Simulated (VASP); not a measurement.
**Li2S: single point with LDA**

The system is Li2S.

```
S Li
1.0
     0.00000    2.86334    2.86334
     2.86334    0.00000    2.86334
     2.86334    2.86334    0.00000
S Li
1 2
Direct
  0.00000 0.00000 0.00000
  0.75000 0.75000 0.75000
  0.25000 0.25000 0.25000
```

```yaml
Program: VASP 6.6.1
Task: single point
Functional: LDA
Potentials_or_basis: VASP PAW LDA potentials, release 64 (S, Li_sv)
Cutoff: 750 eV
k_mesh: 7 × 7 × 7
Occupations: fermi-dirac, width 0.05 eV
Spin: no spin polarisation
```

```json
{
  "Pressure": "-3.4 GPa",
  "Band gap on the k mesh": "3.32 eV (least direct gap 3.99 eV)"
}
```

Levels at points of the mesh, in eV from the valence-band top:
| k point | band 4 | band 5 | band 6 | band 7 | band 8 | band 9 |
| --- | --- | --- | --- | --- | --- | --- |
| (0.00, 0.00, 0.00) | 0.00 | 0.00 | 0.00 | 3.99 | 6.01 | 6.01 |

It took 14 s on 1 thread of Intel(R) Xeon(R) Platinum 8259CL CPU @ 2.50GHz (Skylake/Cascade Lake), on a shared host, peak memory 0.17 GiB.

Caveat: the cell stands under tension; an odd mesh through Γ misses points on the zone boundary, where band edges can lie. As with any semilocal functional, this LDA gap is likely too small.
